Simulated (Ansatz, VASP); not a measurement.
NaHg3Se2: VASP beside Ansatz

```
Na Hg Se
1.0
     6.22130    0.00000    0.00000
    -3.11065    5.38781    0.00000
     0.00000    0.00000    4.82675
Na Hg Se
1 3 2
Direct
  0.00000 0.00000 0.00000
  0.50000 0.00000 0.50000
  0.50000 0.50000 0.50000
  0.00000 0.50000 0.50000
  0.33333 0.66667 0.00000
  0.66667 0.33333 0.00000
```

Change from the starting cell: species swapped into the SmAl3Pd2 type (P6/mmm, No. 191).

Alike in both runs: task single point; functional PBE; k mesh 3 × 3 × 4; occupations gaussian, width 0.1 eV; no spin polarisation.

```csv
,VASP,Ansatz
version,VASP 6.6.1,Ansatz 0.2.0
potentials or method,"VASP PAW PBE potentials, release 64 (Na_pv, Hg, Se), cutoff 520 eV","scalar-relativistic, plane waves, PAW"
valence electrons in the cell,55,101
```

|  | VASP | Ansatz | Ansatz less VASP |
| --- | --- | --- | --- |
| gap on the k mesh at the Fermi level (eV) | none | none | - |
| pressure (GPa) | 1.1 | 0.9 | -0.16 |
| traceless stress, the component that is largest in VASP (GPa) | -3.00 | -2.99 | +0.006 |

A gap of «none» marks a metal or a gap that the smearing closes. VASP's potentials hold 55 valence electrons a cell and Ansatz's 101, so a difference there can come from the potentials and not from the codes.

The k mesh is coarse, so the values compare programs but aren't converged. Spin-orbit coupling is off throughout.
